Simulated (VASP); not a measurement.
Runs of VASP 6.6.1 on Rh. The structure is that of space group I4/mmm (No. 139), or close to it. The cells are those of the table. 

| cell | further INCAR settings | gap on the mesh (eV) | pressure (GPa) |
| --- | --- | --- | --- |
| a = 2.778, b = 2.778, c = 2.515 Å, angles 63.1, 63.1, 53.8°, 1 atom | ALGO = Fast; EDIFF = 1e-07; NBANDS = 14 | none | 6.4 |
| a = 2.916, b = 2.916, c = 2.381 Å, angles 65.9, 65.9, 48.2°, 1 atom | ALGO = Fast; EDIFF = 1e-06; NBANDS = 14 | none | 24.0 |
| a = 2.619, b = 2.619, c = 2.822 Å, angles 57.4, 57.4, 65.2°, 1 atom | ALGO = Fast; EDIFF = 1e-06; NBANDS = 14 | none | (a) |
| a = 2.604, b = 2.604, c = 2.904 Å, angles 56.1, 56.1, 67.8°, 1 atom | ALGO = Fast; EDIFF = 1e-07; NBANDS = 14 | none | 6.4 |

Alike in all rows: task single point; level PBEsol; potentials or basis VASP PAW PBE potentials, release 64 (Rh_pv); no spin polarisation; k mesh 30 × 30 × 30; cutoff (eV) 520; smearing gaussian 0.15 eV.

Problem. Fill in the values left out.

Solution. (a) 3.4.

Caveats: the PAW data sets were made with another functional, which shifts forces and pressure a little.

A k mesh can miss the band edges, and the runs leave out spin-orbit coupling on Rh.

A gap of «none» marks levels without a gap at the run's occupations.
